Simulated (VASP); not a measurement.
Set up this calculation in VASP 6.6.1, as the native input.

- Task: single point
- Functional: PBE
- Potentials or basis: VASP PAW PBE potentials, release 64 (Hg)
- Cutoff: 520 eV
- k mesh: 16 × 16 × 16
- Occupations: gaussian, width 0.1 eV
- Spin: no spin polarisation
- Dipole correction: no
- Further INCAR settings: ALGO = Fast; EDIFF = 1e-06; NBANDS = 19

The structure of Hg lies in POSCAR:

```
Hg
1.0
   -3.1024721618      3.1024721618      1.6542213688
    3.1024721618     -3.1024721618      1.6542213688
    3.1024721618      3.1024721618     -1.6542213688
Hg
2
Direct
    0.7500000000      0.2500000000      0.5000000000
    0.0000000000      0.0000000000      0.0000000000
```

These files were run (other wordings do the same):

INCAR

```
SYSTEM = Hg
PREC     = Accurate       ! precision mode
ENCUT    = 520            ! plane-wave cutoff, eV
EDIFF    = 1E-6           ! SCF threshold, eV
ISMEAR   = 0              ! smearing method
SIGMA    = 0.1            ! smearing width, eV
LREAL    = .FALSE.        ! projectors in reciprocal space
LASPH    = .TRUE.         ! aspherical terms in the spheres
NELM     = 100            ! most SCF steps
ALGO     = Fast           ! electronic algorithm
ISIF     = 2              ! what is computed and relaxed
LWAVE    = .FALSE.        ! write WAVECAR
LCHARG   = .TRUE.         ! write CHGCAR
GGA      = PE             ! functional
LELF     = .TRUE.         ! ELF
LVHAR    = .TRUE.       
NBANDS   = 19             ! bands
```

KPOINTS

```
Automatic mesh
0
G
  16 16 16
  0 0 0
```

Potentials or basis: VASP PAW PBE potentials, release 64 (Hg).

Run with:

```console
$ cat potpaw_PBE.64/Hg/POTCAR > POTCAR
$ mpirun -np 1 vasp_std > vasp.out
```

It gave:

* Pressure: -0.6 GPa
* Band gap on the k mesh: zero (bands 12 and 13 overlap by 2.23 eV)

Caveat: spin-orbit coupling is left out, which moves the levels of the heavy elements.

Wall time 3.9 min on 1 thread of AMD EPYC 9R45 96-Core Processor (Zen 5), on a shared host, peak memory 0.44 GiB.
